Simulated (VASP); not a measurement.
# O (Fm-3m) in VASP: further runs

O is run at these levels: PBEsol; tasks: density of states.

Program: VASP 6.6.1. These are calculated values, not measurements. Logs are shortened: lines on timing, memory, paths and dates and some standing lists are left out, and cuts for length are marked.

**1. The cell of the first run**

It takes space group Fm-3m (No. 225, cubic). The conventional cell has a = 2.290 Å, b = 2.290 Å, c = 2.290 Å, α = 90.00°, β = 90.00°, γ = 90.00°. Within 2.2 Å of O (site symmetry m-3m) lie 12 O at 1.62 Å.

**2. Density of states, PBEsol (volume scaled by 0.4)**

Contents of POSCAR:

```
O
1.0
    0.0000000000      1.1449847225      1.1449847225
    1.1449847225      0.0000000000      1.1449847225
    1.1449847225      1.1449847225      0.0000000000
O
1
Direct
    0.0000000000      0.0000000000      0.0000000000
```

Contents of INCAR.step1:

```
SYSTEM = O
ALGO = Normal
EDIFF = 1E-6
ENCUT = 520
GGA = PS
ISIF = 2
ISMEAR = -1
LASPH = .True.
LCHARG = .True.
LREAL = .False.
LWAVE = .False.
NBANDS = 9
NELM = 80
PREC = Accurate
SIGMA = 0.08
```

Contents of KPOINTS.step1:

```
k-points
0
Gamma
  18 18 18
  0 0 0
```

Contents of INCAR.step2:

```
SYSTEM = O
ALGO = Normal
EDIFF = 1E-6
ENCUT = 520
GGA = PS
ICHARG = 11
ISIF = 2
ISMEAR = -5
LASPH = .True.
LCHARG = .False.
LORBIT = 10
LREAL = .False.
LWAVE = .False.
NBANDS = 9
NEDOS = 1001
NELM = 80
PREC = Accurate
SIGMA = 0.08
```

Contents of KPOINTS.step2:

```
k-points
0
Gamma
  27 27 27
  0 0 0
```

Potentials or basis: VASP PAW PBE potentials, release 64 (O).

The run is started by

```console
$ cat potpaw_PBE.64/O/POTCAR > POTCAR
$ cp INCAR.step1 INCAR
$ cp KPOINTS.step1 KPOINTS
$ mpirun -np 1 vasp_std > vasp.out
$ cp INCAR.step2 INCAR
$ cp KPOINTS.step2 KPOINTS
$ mpirun -np 1 vasp_std > vasp.out
```

OUTCAR:

```text
SYSTEM = O
   EDIFF = 1E-6
   ENCUT = 520
   GGA = PS
   ICHARG = 11
   ISIF = 2
   ISMEAR = -5
   LASPH = .True.
   LORBIT = 10
   LREAL = .False.
   NELM = 80
   PREC = Accurate

 ion  position               nearest neighbor table
   1  0.000  0.000  0.000-

  LATTYP: Found a face centered cubic cell.
 ALAT       =     2.2899694450

  Lattice vectors:

 A1 = (   0.0000000000,   1.1449847225,   1.1449847225)
 A2 = (   1.1449847225,   0.0000000000,   1.1449847225)
 A3 = (   1.1449847225,   1.1449847225,   0.0000000000)

Analysis of symmetry for initial positions (statically):
=====================================================================
 Subroutine PRICEL returns:
 Original cell was already a primitive cell.

 Routine SETGRP: Setting up the symmetry group for a
 face centered cubic supercell.

 Subroutine GETGRP returns: Found 48 space group operations
 (whereof 48 operations were pure point group operations)
 out of a pool of 48 trial point group operations.

The static configuration has the point symmetry O_h .

Analysis of symmetry for dynamics (positions and initial velocities):
=====================================================================
 Subroutine PRICEL returns:
 Original cell was already a primitive cell.

 Routine SETGRP: Setting up the symmetry group for a
 face centered cubic supercell.

 Subroutine GETGRP returns: Found 48 space group operations
 (whereof 48 operations were pure point group operations)
 out of a pool of 48 trial point group operations.

The dynamic configuration has the point symmetry O_h .

 Subroutine INISYM returns: Found 48 space group operations
 (whereof 48 operations are pure point group operations),
 and found     1 'primitive' translations

----------------------------------------------------------------------------------------

                                     Primitive cell

  volume of cell :       3.0021

  direct lattice vectors                    reciprocal lattice vectors
     0.000000000  1.144984723  1.144984723    -0.436687049  0.436687049  0.436687049
     1.144984723  0.000000000  1.144984723     0.436687049 -0.436687049  0.436687049
     1.144984723  1.144984723  0.000000000     0.436687049  0.436687049 -0.436687049

  length of vectors
     1.619252923  1.619252923  1.619252923     0.756364156  0.756364156  0.756364156

  position of ions in fractional coordinates (direct lattice)
     0.000000000  0.000000000  0.000000000

  ion indices of the primitive-cell ions
   primitive index   ion index
                 1           1

----------------------------------------------------------------------------------------

 KPOINTS: k-points

Automatic generation of k-mesh.
 Grid dimensions read from file:
 generate k-points for:   27   27   27

 Generating k-lattice:

  Cartesian coordinates                     Fractional coordinates (reciprocal lattice)
    -0.016173594  0.016173594  0.016173594     0.037037037  0.000000000  0.000000000
     0.016173594 -0.016173594  0.016173594     0.000000000  0.037037037  0.000000000
     0.016173594  0.016173594 -0.016173594     0.000000000  0.000000000  0.037037037

  Length of vectors
     0.028013487  0.028013487  0.028013487

  Shift w.r.t. Gamma in fractional coordinates (k-lattice)
     0.000000000  0.000000000  0.000000000

 TETIRR: Found   2653 inequivalent tetrahedra from   118098

 Subroutine IBZKPT returns following result:
 ===========================================

 Found    560 irreducible k-points:

 Following reciprocal coordinates:
            Coordinates               Weight
  0.000000  0.000000  0.000000      1.000000
  0.037037  0.000000  0.000000      8.000000
  0.074074  0.000000  0.000000      8.000000
  0.111111  0.000000  0.000000      8.000000
  0.148148  0.000000  0.000000      8.000000
  0.185185  0.000000  0.000000      8.000000
[... 16 lines left out ...]
  0.333333  0.037037  0.000000     24.000000
  0.370370  0.037037  0.000000     24.000000
 [... further k-points ...]
   k-points           NKPTS =    560   k-points in BZ     NKDIM =    560   number of bands    NBANDS=      9
   number of dos      NEDOS =   1001   number of ions     NIONS =      1
   total plane-waves  NPLWV =   1728
   dimension x,y,z NGX =    12 NGY =   12 NGZ =   12
   dimension x,y,z NGXF=    24 NGYF=   24 NGZF=   24
   ions per type =               1
   NGX,Y,Z   is equivalent  to a cutoff of  12.32, 12.32, 12.32 a.u.
   NGXF,Y,Z  is equivalent  to a cutoff of  24.64, 24.64, 24.64 a.u.
 SYSTEM =  O
   PREC   = accura    normal or accurate (medium, high low for compatibility)
   ISTART =      0    job   : 0-new  1-cont  2-samecut
   ICHARG =     11    charge: 1-file 2-atom 10-const
   ISPIN  =      1    spin polarized calculation?
   LNONCOLLINEAR =      F non collinear calculations
   LSORBIT =      F    spin-orbit coupling
   LASPH  =      T    aspherical Exc in radial PAW
   ENCUT  =  520.0 eV  38.22 Ry    6.18 a.u.   3.01  3.01  3.01*2*pi/ulx,y,z
   NELM   =     80;   NELMIN=  2; NELMDL=  0     # of ELM steps
   EDIFF  = 0.1E-05   stopping-criterion for ELM
   LREAL  =      F    real-space projection
   EDIFFG = 0.1E-04   stopping-criterion for IOM
   NSW    =      0    number of steps for IOM
   IBRION =     -1    ionic relax: 0-MD 1-quasi-New 2-CG
   NFREE  =      0    steps in history (QN), initial steepest desc. (CG)
   ISIF   =      2    stress and relaxation
   ISYM   =      2    0-nonsym 1-usesym 2-fastsym
   POTIM  = 0.5000    time-step for ionic-motion
   TEBEG  =    0.0;   TEEND  =   0.0 temperature during run
   PSTRESS=    0.0 pullay stress
   NELECT =       6.0000    total number of electrons
   NUPDOWN=      -1.0000    fix difference up-down
   EMIN   =  10.00;   EMAX   =-10.00  energy-range for DOS
   EFERMI =   0.00;   METHOD = LEGACY
   ISMEAR =    -5;   SIGMA  =   0.08  broadening in eV -4-tet -1-fermi 0-gaus
   EFERMI_NEDOS =   21; number of points for ismear=-14 and -15
   IALGO  =     38    algorithm
   IMIX   =      4    mixing-type and parameters
     AMIX     =   0.40;   BMIX     =  1.00
     AMIX_MAG =   1.60;   BMIX_MAG =  1.00
  volume/ion in A,a.u.               =       3.00        20.26
  Fermi-wavevector in a.u.,A,eV,Ry     =   2.062128  3.896856 57.857015  4.252371
  Thomas-Fermi vector in A             =   3.062046
   LORBIT       =     10    0 simple, 1 ext, 2 COOP (PROOUT), +10 PAW based schemes
   GGA     = PS    functional components
   LHFCALC =     F    Hartree Fock is set to
   AEXX    =    0.0000 exact exchange contribution
   IVDW    =     0    specifies the selected vdW correction
   LEPSILON=     F    determine dielectric tensor
   LRPA    =     F    only Hartree local field effects (RPA)
 non-spin polarized calculation
 Fermi weights with tetrahedron method with Bloechl corrections
  energy-cutoff  :      520.00
  volume of cell :        3.00
 maximum number of plane-waves:        89

 number of electron       6.0000005 magnetization

 Free energy of the ion-electron system (eV)
  ---------------------------------------------------
  ext. energy  EPLUGINS =         0.00000000
  ---------------------------------------------------
  free energy    TOTEN  =         4.48572233 eV

  energy without entropy =        4.48572233  energy(sigma->0) =        4.48572233

 E-fermi :  21.2346     XC(G=0): -18.6590

 val. band max:       21.3974214796   @ k =   0.3704   0.2222   0.0000
 cond. band min:      21.2218499817   @ k =   0.2963   0.2963   0.0000
 fundamental gap:     -0.1755714979
 Fermi energy:        21.2345604119

 k-point     1 :       0.0000    0.0000    0.0000
  band No.  band energies     occupation
      1     -18.4714      2.00000
      2      27.9674      0.00000
      3      27.9674      0.00000
      4      27.9674      0.00000
      5      69.9561      0.00000
      6      70.6411      0.00000
      7      70.6411      0.00000
      8      70.6411      0.00000
      9      78.0901      0.00000

 k-point     2 :       0.0370    0.0000    0.0000
  band No.  band energies     occupation
      1     -18.3734      2.00000
      2      27.6992      0.00000
      3      27.9205      0.00000
      4      27.9205      0.00000
      5      69.3674      0.00000
      6      69.9134      0.00000
      7      70.7845      0.00000
      8      70.7845      0.00000
      9      79.7076      0.00000

 k-point     3 :       0.0741    0.0000    0.0000
  band No.  band energies     occupation
      1     -18.0800      2.00000
      2      26.8973      0.00000
      3      27.7840      0.00000
      4      27.7840      0.00000
      5      67.0702      0.00000
      6      69.7846      0.00000
      7      71.1798      0.00000
      8      71.1798      0.00000
      9      82.8947      0.00000

 k-point     4 :       0.1111    0.0000    0.0000
  band No.  band energies     occupation
      1     -17.5915      2.00000
      2      25.5927      0.00000
      3      27.5686      0.00000
      4      27.5686      0.00000
      5      64.8986      0.00000
      6      69.5685      0.00000
      7      71.7089      0.00000
      8      71.7089      0.00000
      9      85.8189      0.00000
[... 205 lines left out ...]
 k-point    22 :       0.2963    0.0370    0.0000
  band No.  band energies     occupation
      1     -12.6820      2.00000
      2      14.8046      2.00000
      3      25.6092      0.00000
      4      26.2929      0.00000
      5      59.9059      0.00000
      6      65.8772      0.00000
      7      70.3965      0.00000
      8      70.7851      0.00000
      9      84.1777      0.00000

 k-point    23 :       0.3333    0.0370    0.0000
  band No.  band energies     occupation
      1     -11.1171      2.00000
      2      11.9957      2.00000
      3      25.3554      0.00000
      4      25.9538      0.00000
      5      59.7418      0.00000
      6      64.9459      0.00000
      7      69.2759      0.00000
      8      70.1648      0.00000
      9      83.4303      0.00000

 k-point    24 :       0.3704    0.0370    0.0000
  band No.  band energies     occupation
      1      -9.3733      2.00000
      2       9.1734      2.00000
      3      25.1597      0.00000
      4      25.6387      0.00000
      5      59.7111      0.00000
      6      64.1188      0.00000
      7      68.2332      0.00000
      8      69.6328      0.00000
      9      82.8361      0.00000

 [... further k-points ...]
[... 5 lines left out ...]
  --------------------------------------------------------------------------------------
  -------------------------------------------------------------------------------------
  Total       20.8051197     20.8051197     20.8051197      0.0000000      0.0000000     -0.0000000
  in kB    11103.2911736  11103.2911736  11103.2911736      0.0000000      0.0000000     -0.0000000
  external PRESSURE =   11103.2911736 kB  Pullay stress =       0.0000000 kB

 VOLUME and BASIS-vectors are now :
 -----------------------------------------------------------------------------
  energy-cutoff  :      520.00
  volume of cell :        3.00
      direct lattice vectors                 reciprocal lattice vectors
     0.000000000  1.144984723  1.144984723    -0.436687049  0.436687049  0.436687049
     1.144984723  0.000000000  1.144984723     0.436687049 -0.436687049  0.436687049
     1.144984723  1.144984723  0.000000000     0.436687049  0.436687049 -0.436687049

 POSITION                                       TOTAL-FORCE (eV/Angst)
 -----------------------------------------------------------------------------------
      0.00000      0.00000      0.00000         0.000000     -0.000000      0.000000
 -----------------------------------------------------------------------------------
    total drift:                               -0.000000     -0.000000     -0.000000

  FREE ENERGIE OF THE ION-ELECTRON SYSTEM (eV)
  ---------------------------------------------------
  free  energy   TOTEN  =         4.4857223271 eV

  energy  without entropy=        4.4857223271  energy(sigma->0) =        4.48572233

 total charge

# of ion       s       p       d       tot
------------------------------------------
    1        1.788   3.396   0.000   5.184
```

It took 19 s on 1 thread of AMD EPYC 7R43 (Zen 3), shared host; peak memory 0.08 GiB.

What came out:

- Valence electrons inside the program's atomic spheres: O 5.18

Caveat: the cell differs from its parent crystal (volume scaled by 0.4); the PAW data sets were made with another functional, which shifts forces and pressure a little; tetrahedron occupations give inexact forces and stress in metals.

**3. Density of states, PBEsol**

This run uses another cell than the first one, of 7.51 Å³/atom, 2.500 times its volume.

Contents of POSCAR:

```
O
1.0
    0.0000000000      1.5539833508      1.5539833508
    1.5539833508      0.0000000000      1.5539833508
    1.5539833508      1.5539833508      0.0000000000
O
1
Direct
    0.0000000000      0.0000000000      0.0000000000
```

Contents of INCAR.step1:

```
SYSTEM = O
  ALGO = Normal
  EDIFF = 1E-7
  ENCUT = 520
  GGA = PS
  ISIF = 2
  ISMEAR = -1
  LASPH = .TRUE.
  LCHARG = .TRUE.
  LREAL = .FALSE.
  LWAVE = .FALSE.
  NBANDS = 9
  NELM = 60
  PREC = Accurate
  SIGMA = 0.08
```

Contents of KPOINTS.step1:

```
k-points
0
G
  18 18 18
  0 0 0
```

Contents of INCAR.step2:

```
SYSTEM = O
  ALGO = Normal
  EDIFF = 1E-7
  ENCUT = 520
  GGA = PS
  ICHARG = 11
  ISIF = 2
  ISMEAR = -5
  LASPH = .TRUE.
  LCHARG = .FALSE.
  LORBIT = 11
  LREAL = .FALSE.
  LWAVE = .FALSE.
  NEDOS = 2001
  NELM = 60
  PREC = Accurate
  SIGMA = 0.08
```

Contents of KPOINTS.step2:

```
k-points
0
G
  27 27 27
  0 0 0
```

Potentials or basis: VASP PAW PBE potentials, release 64 (O).

The run is started by

```console
$ cat potpaw_PBE.64/O/POTCAR > POTCAR
$ cp INCAR.step1 INCAR
$ cp KPOINTS.step1 KPOINTS
$ mpirun -np 1 vasp_std > vasp.out
$ cp INCAR.step2 INCAR
$ cp KPOINTS.step2 KPOINTS
$ mpirun -np 1 vasp_std > vasp.out
```

Run time: 12 s. Hardware: 1 thread of Intel Xeon Platinum 8488C (Sapphire Rapids), shared host; peak memory 0.13 GiB.

The run converged. Its results:

| Item | Value |
| --- | --- |
| Valence electrons inside the program's atomic spheres | O 4.56 |

Levels at points of the mesh, in eV from the Fermi level:
```csv
k point,band 1,band 2,band 3,band 4,band 5,band 6
"(0.00, 0.00, 0.00)",-21.76,2.04,2.04,2.04,19.14,35.11
```

Caveat: the PAW data sets were made with another functional, which shifts forces and pressure a little; tetrahedron occupations give inexact forces and stress in metals.
